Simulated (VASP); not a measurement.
# SrO (R-3m) in VASP: single point with HSE06

Aim: the single point of SrO with HSE06.

Program: VASP 6.6.1. These are calculated values, not measurements. Logs are shortened: lines on timing, memory, paths and dates and some standing lists are left out, and cuts for length are marked.

### 1 The cell of the first run

Symmetry: R-3m, No. 166, trigonal system. Conventional cell: a = 3.649 Å, b = 3.649 Å, c = 8.789 Å, α = 90.00°, β = 90.00°, γ = 120.00°. Sr (site symmetry -3m) has 6 O at 2.57 Å within 3.4 Å. Within 3.4 Å of O (site symmetry -3m) lie 6 Sr at 2.57 Å.

### 2 Single point, HSE06 (strain along [111] -1.7%)

Input file POSCAR:

```
SrO
1.0
   -0.0285508084      2.5513415182      2.5513415182
    2.5513415182     -0.0285508084      2.5513415182
    2.5513415182      2.5513415182     -0.0285508084
Sr O
1 1
Direct
    0.0000000000      0.0000000000      0.0000000000
    0.5000000000      0.5000000000      0.5000000000
```

Input file INCAR.step1:

```
SYSTEM = SrO
PREC     = Accurate       ! precision mode
ENCUT    = 520            ! plane-wave cutoff, eV
EDIFF    = 1E-5           ! SCF threshold, eV
ISMEAR   = 0              ! smearing method
SIGMA    = 0.01           ! smearing width, eV
LREAL    = .FALSE.        ! projectors in reciprocal space
LASPH    = .TRUE.         ! aspherical terms in the spheres
NELM     = 100            ! most SCF steps
ALGO     = Normal         ! electronic algorithm
ISIF     = 2              ! what is computed and relaxed
LWAVE    = .TRUE.         ! write WAVECAR
LCHARG   = .FALSE.        ! write CHGCAR
GGA      = PE             ! functional
NBANDS   = 15             ! bands
```

Input file INCAR.step2:

```
SYSTEM = SrO
PREC     = Accurate       ! precision mode
ENCUT    = 520            ! plane-wave cutoff, eV
EDIFF    = 1E-7           ! SCF threshold, eV
ISMEAR   = 0              ! smearing method
SIGMA    = 0.01           ! smearing width, eV
LREAL    = .FALSE.        ! projectors in reciprocal space
LASPH    = .TRUE.         ! aspherical terms in the spheres
NELM     = 100            ! most SCF steps
ALGO     = Normal         ! electronic algorithm
ISIF     = 2              ! what is computed and relaxed
LWAVE    = .FALSE.        ! write WAVECAR
LCHARG   = .FALSE.        ! write CHGCAR
GGA      = PE             ! functional
LHFCALC  = .TRUE.         ! exact exchange
HFSCREEN = 0.2079         ! screening, 1/A
PRECFOCK = Normal       
ISTART   = 1            
NBANDS   = 15             ! bands
```

Input file KPOINTS:

```
Automatic mesh
0
G
  6 6 6
  0 0 0
```

Potentials or basis: VASP PAW PBE potentials, release 64 (Sr_sv, O).

The run is started by

```console
cat potpaw_PBE.64/Sr_sv/POTCAR potpaw_PBE.64/O/POTCAR > POTCAR
cp INCAR.step1 INCAR
mpirun -np 1 vasp_std > vasp.out
cp INCAR.step2 INCAR
mpirun -np 1 vasp_std > vasp.out
```

OUTCAR:

```text
SYSTEM = SrO
   PREC = Accurate
   ENCUT = 520
   EDIFF = 1E-7
   ISMEAR = 0
   LREAL = .FALSE.
   LASPH = .TRUE.
   NELM = 100
   ISIF = 2
   GGA = PE
   LHFCALC = .TRUE.
   HFSCREEN = 0.2079
   PRECFOCK = Normal
   ISTART = 1

 ion  position               nearest neighbor table
   1  0.000  0.000  0.000-   2 2.57   2 2.57   2 2.57   2 2.57   2 2.57   2 2.57
   2  0.500  0.500  0.500-   1 2.57   1 2.57   1 2.57   1 2.57   1 2.57   1 2.57

  LATTYP: Found a trigonal (rhomboedric) cell.
 ALAT       =     3.6082547351
 COS(alpha) =     0.4887788874

  Lattice vectors:

 A1 = (  -0.0285508084,   2.5513415182,   2.5513415182)
 A2 = (   2.5513415182,  -0.0285508084,   2.5513415182)
 A3 = (   2.5513415182,   2.5513415182,  -0.0285508084)

Analysis of symmetry for initial positions (statically):
=====================================================================
 Subroutine PRICEL returns:
 Original cell was already a primitive cell.

 Routine SETGRP: Setting up the symmetry group for a
 trigonal (rhombohedral) supercell.

 Subroutine GETGRP returns: Found 12 space group operations
 (whereof 12 operations were pure point group operations)
 out of a pool of 12 trial point group operations.

The static configuration has the point symmetry D_3d.

Analysis of symmetry for dynamics (positions and initial velocities):
=====================================================================
 Subroutine PRICEL returns:
 Original cell was already a primitive cell.

 Routine SETGRP: Setting up the symmetry group for a
 trigonal (rhombohedral) supercell.

 Subroutine GETGRP returns: Found 12 space group operations
 (whereof 12 operations were pure point group operations)
 out of a pool of 12 trial point group operations.

The dynamic configuration has the point symmetry D_3d.

 Subroutine INISYM returns: Found 12 space group operations
 (whereof 12 operations are pure point group operations),
 and found     1 'primitive' translations

----------------------------------------------------------------------------------------

                                     Primitive cell

  volume of cell :      33.7726

  direct lattice vectors                    reciprocal lattice vectors
    -0.028550808  2.551341518  2.551341518    -0.192716039  0.194897036  0.194897036
[... 102 lines left out ...]
   EFERMI_NEDOS =   21; number of points for ismear=-14 and -15
   IALGO  =     38    algorithm
   IMIX   =      1    mixing-type and parameters
     AMIX     =   0.40;   BMIX     =  1.00
     AMIX_MAG =   1.60;   BMIX_MAG =  1.00
  volume/ion in A,a.u.               =      16.89       113.95
  Fermi-wavevector in a.u.,A,eV,Ry     =   1.276223  2.411711 22.160417  1.628745
  Thomas-Fermi vector in A             =   2.408891
   LORBIT       =      0    0 simple, 1 ext, 2 COOP (PROOUT), +10 PAW based schemes
   GGA     = PE    functional components
   LHFCALC =     T    Hartree Fock is set to
   PRECFOCK=normal    Normal, Fast or Accurate (Low or Medium for compatibility)
   ENCUT4O =  -1.0   cutoff for four orbital integrals eV
   NKREDX  =     1    reduce k-point grid by
   NKREDY  =     1    reduce k-point grid by
   NKREDZ  =     1    reduce k-point grid by
   AEXX    =    0.2500 exact exchange contribution
   HFSCREEN=    0.2079 screening length (either q_TF or 0.3 A-1)
   HFSCREENC=   0.2079 screening length for correlation (either q_TF or 0.3 A-1)
   ENCUTFOCK=  -1.0 apply spherical cutoff to Coloumb kernel
   IVDW    =     0    specifies the selected vdW correction
   LEPSILON=     F    determine dielectric tensor
   LRPA    =     F    only Hartree local field effects (RPA)
 non-spin polarized calculation
 Gauss-broadening in eV      SIGMA  =   0.01
  energy-cutoff  :      520.00
  volume of cell :       33.77
 maximum number of plane-waves:       926
  NGX = 24; NGY = 24; NGZ = 24

 number of electron      15.9999997 magnetization

 Free energy of the ion-electron system (eV)
  ---------------------------------------------------
  ext. energy  EPLUGINS =         0.00000000
  ---------------------------------------------------
  free energy    TOTEN  =       -14.17747111 eV

  energy without entropy =      -14.17747111  energy(sigma->0) =      -14.17747111

 E-fermi :   0.7950     XC(G=0):  -8.2886

 val. band max:        0.6502320688   @ k =   0.0000   0.0000   0.0000
 cond. band min:       5.3640204206   @ k =   0.5000   0.5000   0.0000
 fundamental gap:      4.7137883518
 Fermi energy:         0.7950445041

 k-point     1 :       0.0000    0.0000    0.0000
  band No.  band energies     occupation
      1     -33.6812      2.00000
      2     -15.9443      2.00000
      3     -14.0263      2.00000
      4     -14.0263      2.00000
      5     -14.0155      2.00000
      6       0.6149      2.00000
      7       0.6149      2.00000
      8       0.6502      2.00000
      9       6.1414      0.00000
     10       8.4369      0.00000
     11       8.4369      0.00000
     12       8.6669      0.00000
     13      10.7815      0.00000
     14      10.7815      0.00000
[... 401 lines left out ...]
      2     -16.3683      2.00000
      3     -14.9109      2.00000
      4     -14.5863      2.00000
      5     -13.7640      2.00000
      6      -0.3222      2.00000
      7       0.1344      2.00000
      8       0.2843      2.00000
      9       6.8142      0.00000
     10       9.9524      0.00000
     11      10.9318      0.00000
     12      13.6329      0.00000
     13      13.7738      0.00000
     14      15.5632      0.00000
     15      16.1438      0.00000

 [... further k-points ...]

------------------------ aborting loop because EDIFF is reached ----------------------------------------

  FORCE on cell =-STRESS in cart. coord.  units (eV):
  Direction    XX          YY          ZZ          XY          YZ          ZX
  --------------------------------------------------------------------------------------
  -------------------------------------------------------------------------------------
  Total        0.3825671      0.3825671      0.3825671      0.1305881      0.1305881      0.1305881
  in kB       18.1490233     18.1490233     18.1490233      6.1951140      6.1951140      6.1951140
  external PRESSURE =      18.1490233 kB  Pullay stress =       0.0000000 kB

 VOLUME and BASIS-vectors are now :
 -----------------------------------------------------------------------------
  energy-cutoff  :      520.00
  volume of cell :       33.77
      direct lattice vectors                 reciprocal lattice vectors
    -0.028550808  2.551341518  2.551341518    -0.192716039  0.194897036  0.194897036
     2.551341518 -0.028550808  2.551341518     0.194897036 -0.192716039  0.194897036
     2.551341518  2.551341518 -0.028550808     0.194897036  0.194897036 -0.192716039

 POSITION                                       TOTAL-FORCE (eV/Angst)
 -----------------------------------------------------------------------------------
      0.00000      0.00000      0.00000         0.000000     -0.000000      0.000000
      2.53707      2.53707      2.53707        -0.000000      0.000000     -0.000000
 -----------------------------------------------------------------------------------
    total drift:                               -0.000000     -0.000000     -0.000000

  FREE ENERGIE OF THE ION-ELECTRON SYSTEM (eV)
  ---------------------------------------------------
  free  energy   TOTEN  =       -14.1774711050 eV

  energy  without entropy=      -14.1774711050  energy(sigma->0) =      -14.17747111
```

OUTCAR.step1:

```text
SYSTEM = SrO
   PREC = Accurate
   ENCUT = 520
   EDIFF = 1E-5
   ISMEAR = 0
   LREAL = .FALSE.
   LASPH = .TRUE.
[... 654 lines left out ...]
      0.00000      0.00000      0.00000         0.000000     -0.000000      0.000000
      2.53707      2.53707      2.53707        -0.000000      0.000000     -0.000000
 -----------------------------------------------------------------------------------
    total drift:                                0.000000      0.000000      0.000000

  FREE ENERGIE OF THE ION-ELECTRON SYSTEM (eV)
  ---------------------------------------------------
  free  energy   TOTEN  =       -12.0341006312 eV

  energy  without entropy=      -12.0341006312  energy(sigma->0) =      -12.03410063
```

OSZICAR.step1:

```text
N       E                     dE             d eps       ncg     rms          rms(c)
DAV:   1     0.678031482853E+02    0.67803E+02   -0.85652E+03   960   0.105E+03
DAV:   2    -0.110873514903E+02   -0.78890E+02   -0.72123E+02  1327   0.221E+02
DAV:   3    -0.141835424777E+02   -0.30962E+01   -0.30785E+01  1242   0.387E+01
DAV:   4    -0.142372641824E+02   -0.53722E-01   -0.53718E-01  1219   0.477E+00
DAV:   5    -0.142386282254E+02   -0.13640E-02   -0.13640E-02  1224   0.580E-01    0.167E+01
DAV:   6    -0.121794980543E+02    0.20591E+01   -0.66578E+00   995   0.195E+01    0.196E+01
DAV:   7    -0.120428290729E+02    0.13667E+00   -0.29349E-01  1135   0.481E+00    0.114E+01
DAV:   8    -0.120320107956E+02    0.10818E-01   -0.11645E-01  1310   0.339E+00    0.472E-01
DAV:   9    -0.120334832199E+02   -0.14724E-02   -0.56774E-03  1189   0.475E-01    0.232E-01
DAV:  10    -0.120339422037E+02   -0.45898E-03   -0.43668E-04  1044   0.195E-01    0.845E-02
DAV:  11    -0.120340827474E+02   -0.14054E-03   -0.13799E-04  1058   0.866E-02    0.276E-02
DAV:  12    -0.120341004946E+02   -0.17747E-04   -0.27454E-05  1078   0.386E-02    0.239E-02
DAV:  13    -0.120341006312E+02   -0.13654E-06   -0.13949E-06   697   0.107E-02
   1 F= -.12034101E+02 E0= -.12034101E+02  d E =-.665110E-49
```

It took 2 h on 1 thread of Oxide Virtual Turin-like, shared host; peak memory 0.26 GiB.

Results:

- Free energy: -14.1775 eV
- Pressure: 1.8 GPa
- Band gap on the k mesh: 4.71 eV (least direct gap 4.82 eV)

Levels at points of the mesh, in eV from the valence-band top:
| k point | band 5 | band 6 | band 7 | band 8 | band 9 | band 10 | band 11 | band 12 |
| --- | --- | --- | --- | --- | --- | --- | --- | --- |
| (0.00, 0.00, 0.00) | -14.67 | -0.04 | -0.04 | 0.00 | 5.49 | 7.79 | 7.79 | 8.02 |
| (0.50, 0.00, 0.00) | -13.65 | -2.30 | -1.26 | -1.18 | 8.23 | 10.01 | 10.58 | 10.82 |
| (0.50, 0.50, 0.00) | -15.06 | -0.50 | -0.13 | -0.11 | 4.71 | 9.59 | 12.06 | 12.20 |
| (0.50, 0.50, 0.50) | -13.71 | -2.31 | -1.29 | -1.29 | 8.29 | 10.04 | 10.81 | 10.81 |

Caveat: the cell differs from its parent crystal (strain along [111] -1.7%); the PAW data sets were made with another functional, which shifts forces and pressure a little. A k mesh can miss the band edges.
